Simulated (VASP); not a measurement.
**Hg: single point with PBE+D3(BJ)+U**

Hg:

```
Hg
1.0
     2.23398   -2.04586    0.00000
     2.23398    2.04586    0.00000
    -0.34874    0.00000    3.03980
Hg
1
Cartesian
  2.0596 0.0000 1.5199
```

```yaml
Program: VASP 6.6.1
Task: single point
Functional: PBE
Dispersion: D3(BJ)
Potentials_or_basis: VASP PAW PBE potentials, release 64 (Hg)
Cutoff: 520 eV
k_mesh: 6 × 6 × 6
Occupations: gaussian, width 0.1 eV
Spin: no spin polarisation
Hubbard_terms: Hg d U = 4.3 eV
```

```json
{
 "Dispersion energy per atom": "-0.381 eV"
}
```

Levels at points of the mesh, in eV from the Fermi level:
```
           k point  band 2  band 3  band 4  band 5  band 6  band 7  band 8  band 9
(0.00, 0.00, 0.00)   -6.86   -5.23   -5.22   -5.21   -4.69   13.23   13.55   13.68
(0.50, 0.00, 0.00)   -6.16   -5.72   -5.61   -5.17   -0.20    2.16   16.12   16.41
(0.50, 0.50, 0.00)   -6.38   -5.64   -5.61   -4.64    3.34    4.53    5.77   10.83
(0.00, 0.00, 0.50)   -6.20   -5.68   -5.59   -5.17   -0.37    2.15   16.36   16.37
(0.50, 0.00, 0.50)   -6.45   -5.62   -5.57   -4.67    3.19    4.50    5.67   10.77
(0.50, 0.50, 0.50)   -6.35   -6.31   -4.65   -4.62    6.66    6.87    8.72    8.75
```

Eigenvalues of the final occupation matrices:
| site | spin | trace | eigenvalues |
| --- | --- | --- | --- |
| site 1 d | 1 | 4.82 | 0.96 0.96 0.97 0.97 0.97 |
| site 1 d | 2 | 4.82 | 0.96 0.96 0.97 0.97 0.97 |

Run time: 20 s on 1 thread of Intel Xeon 8259CL (shared host), peak memory 0.16 GiB.

Caveat: the cell carries a net charge on a neutralising background, which shifts energy and pressure; the cell is charged against a uniform background, so pressure and absolute levels hang on convention; three body term missing; spin-orbit coupling is left out, which moves the levels of the heavy elements; U without spin polarisation on a metal has little footing; the U is typed as a test and isn't derived for this compound.
